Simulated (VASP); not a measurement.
# Bi4Te5 in VASP: further runs, part 2 of 2

VASP 6.6.1.

## Step 3: Single point, PBE

File INCAR:

```
SYSTEM = Bi4Te5
  PREC = Accurate
  ENCUT = 520
  EDIFF = 1E-6
  ISMEAR = 0
  SIGMA = 0.05
  LREAL = .FALSE.
  LASPH = .TRUE.
  NELM = 100
  ALGO = Normal
  ISIF = 2
  LWAVE = .FALSE.
  LCHARG = .TRUE.
  LDIPOL = .TRUE.
  IDIPOL = 3
  DIPOL = 0.5 0.5 0.500
  GGA = PE
  LELF = .TRUE.
  LVHAR = .TRUE.
  LVACPOTAV = .TRUE.
  NBANDS = 55
```

File KPOINTS:

```
Automatic mesh
0
G
  9 9 1
  0 0 0
```

File POSCAR:

```
Bi4Te5
1.0
    4.4465494044      0.0000000000      0.0000000000
   -2.2232747022      3.8508247434      0.0000000000
    0.0000000000      0.0000000000     32.3362793765
Bi Te
4 5
Direct
    0.3333333333      0.6666666667      0.2455587332
    0.3333333333      0.6666666667      0.4368792253
    0.0000000000      0.0000000000      0.5631207485
    0.0000000000      0.0000000000      0.7544413026
    0.6666666667      0.3333333333      0.2932546223
    0.0000000000      0.0000000000      0.3834453891
    0.6666666667      0.3333333333      0.4999999829
    0.3333333333      0.6666666667      0.6165545937
    0.6666666667      0.3333333333      0.7067454024
```

Potentials or basis: VASP PAW PBE potentials, release 64 (Bi_d, Te).

Command:

```
$ cat potpaw_PBE.64/Bi_d/POTCAR potpaw_PBE.64/Te/POTCAR > POTCAR
$ mpirun -np 1 vasp_std > vasp.out
```

OUTCAR:

```text
SYSTEM = Bi4Te5
   PREC = Accurate
   ENCUT = 520
   EDIFF = 1E-6
   ISMEAR = 0
   LREAL = .FALSE.
   LASPH = .TRUE.
   NELM = 100
   ISIF = 2
   GGA = PE

 ion  position               nearest neighbor table
   1  0.333  0.667  0.246-   5 2.99   5 2.99   5 2.99
   2  0.333  0.667  0.437-   6 3.09   6 3.09   6 3.09   7 3.28   7 3.28   7 3.28
   3  0.000  0.000  0.563-   8 3.09   8 3.09   8 3.09   7 3.28   7 3.28   7 3.28
   4  0.000  0.000  0.754-   9 2.99   9 2.99   9 2.99
   5  0.667  0.333  0.293-   1 2.99   1 2.99   1 2.99
   6  0.000  0.000  0.383-   2 3.09   2 3.09   2 3.09
   7  0.667  0.333  0.500-   2 3.28   2 3.28   2 3.28   3 3.28   3 3.28   3 3.28
   8  0.333  0.667  0.617-   3 3.09   3 3.09   3 3.09
   9  0.667  0.333  0.707-   4 2.99   4 2.99   4 2.99

  LATTYP: Found a hexagonal cell.
 ALAT       =     4.4465494044
 C/A-ratio  =     7.2722186207

  Lattice vectors:

 A1 = (   4.4465494044,   0.0000000000,   0.0000000000)
 A2 = (  -2.2232747022,   3.8508247434,   0.0000000000)
 A3 = (   0.0000000000,   0.0000000000,  32.3362793765)

Analysis of symmetry for initial positions (statically):
=====================================================================
 Subroutine PRICEL returns:
 Original cell was already a primitive cell.

 Routine SETGRP: Setting up the symmetry group for a
 hexagonal supercell.

 Subroutine GETGRP returns: Found 12 space group operations
 (whereof  6 operations were pure point group operations)
 out of a pool of 24 trial point group operations.

The static configuration has the point symmetry C_3v.
 The point group associated with its full space group is D_3d.

Analysis of symmetry for dynamics (positions and initial velocities):
=====================================================================
 Subroutine PRICEL returns:
 Original cell was already a primitive cell.

 Routine SETGRP: Setting up the symmetry group for a
 hexagonal supercell.

[... 136 lines left out ...]
   LRPA    =     F    only Hartree local field effects (RPA)
 non-spin polarized calculation
 Gauss-broadening in eV      SIGMA  =   0.05
  energy-cutoff  :      520.00
  volume of cell :      553.69
 maximum number of plane-waves:     14954
 NGX is ok and might be reduce to    36
   NGX = 17   NGY = 17   NGZ =121

 dipolmoment           0.000000      0.000000     -0.000000 electrons x Angstroem

 number of electron      90.0000016 magnetization

 dipolmoment           0.000000      0.000000      0.000037 electrons x Angstroem

 Free energy of the ion-electron system (eV)
  ---------------------------------------------------
  ext. energy  EPLUGINS =         0.00000000
  ---------------------------------------------------
  free energy    TOTEN  =       -31.49741480 eV

  energy without entropy =      -31.49059004  energy(sigma->0) =      -31.49400242

 E-fermi :   2.1032     XC(G=0):  -5.7749

 val. band max:        2.0901469309   @ k =   0.3333   0.1111   0.0000
 cond. band min:       2.1748299311   @ k =   0.4444   0.1111   0.0000
 fundamental gap:      0.0846830002
 Fermi energy:         2.1031918540

 k-point     1 :       0.0000    0.0000    0.0000
  band No.  band energies     occupation
      1     -21.5890      2.00000
      2     -21.5890      2.00000
      3     -21.5878      2.00000
      4     -21.5878      2.00000
      5     -21.5789      2.00000
      6     -21.5778      2.00000
[... 685 lines left out ...]
     54       5.2110      0.00000
     55       5.3527      0.00000

------------------------ aborting loop because EDIFF is reached ----------------------------------------

  FORCE on cell =-STRESS in cart. coord.  units (eV):
  Direction    XX          YY          ZZ          XY          YZ          ZX
  --------------------------------------------------------------------------------------
  -------------------------------------------------------------------------------------
  Total        1.6935723      1.6935723     -0.0218886      0.0000000     -0.0000000     -0.0000000
  in kB        4.9005790      4.9005790     -0.0633377      0.0000000     -0.0000000     -0.0000000
  external PRESSURE =       3.2459401 kB  Pullay stress =       0.0000000 kB

 VOLUME and BASIS-vectors are now :
 -----------------------------------------------------------------------------
  energy-cutoff  :      520.00
  volume of cell :      553.69
      direct lattice vectors                 reciprocal lattice vectors
     4.446549404  0.000000000  0.000000000     0.224893487  0.129842315  0.000000000
    -2.223274702  3.850824743  0.000000000     0.000000000  0.259684630  0.000000000
     0.000000000  0.000000000 32.336279377     0.000000000  0.000000000  0.030925017

 POSITION                                       TOTAL-FORCE (eV/Angst)
 -----------------------------------------------------------------------------------
     -0.00000      2.56722      7.94046        -0.000000      0.000000     -0.008351
     -0.00000      2.56722     14.12705         0.000000      0.000000      0.008907
      0.00000      0.00000     18.20923         0.000000     -0.000000     -0.008907
      0.00000      0.00000     24.39582         0.000000     -0.000000      0.008351
      2.22327      1.28361      9.48276        -0.000000     -0.000000      0.007482
      0.00000      0.00000     12.39920        -0.000000      0.000000     -0.006502
      2.22327      1.28361     16.16814         0.000000     -0.000000      0.000000
     -0.00000      2.56722     19.93708        -0.000000     -0.000000      0.006502
      2.22327      1.28361     22.85352         0.000000      0.000000     -0.007482
 -----------------------------------------------------------------------------------
    total drift:                                0.000000     -0.000000      0.004910

  FREE ENERGIE OF THE ION-ELECTRON SYSTEM (eV)
  ---------------------------------------------------
  free  energy   TOTEN  =       -31.4974148049 eV

  energy  without entropy=      -31.4905900394  energy(sigma->0) =      -31.49400242

 vacuum level on the upper side and lower side of the slab         5.791         5.791
```

It took 17 min on 1 thread of Intel Xeon Platinum 8488C (Sapphire Rapids), shared host; peak memory 0.8 GiB.

Results:

| Property | Result |
| --- | --- |
| Free energy | -31.4974 eV |
| Largest force | 0.009 eV/Å |
| Band gap on the k mesh | zero (bands 45 and 46 overlap by 1.08 eV) |

Forces on the atoms (eV/Å):
```
Bi   0.000  0.000 -0.008
Bi   0.000  0.000  0.009
Bi   0.000  0.000 -0.009
Bi   0.000  0.000  0.008
Te   0.000  0.000  0.007
Te   0.000  0.000 -0.007
Te   0.000  0.000  0.000
Te   0.000  0.000  0.007
Te   0.000  0.000 -0.007
```

Caveat: spin-orbit coupling is left out, which moves the levels of the heavy elements.
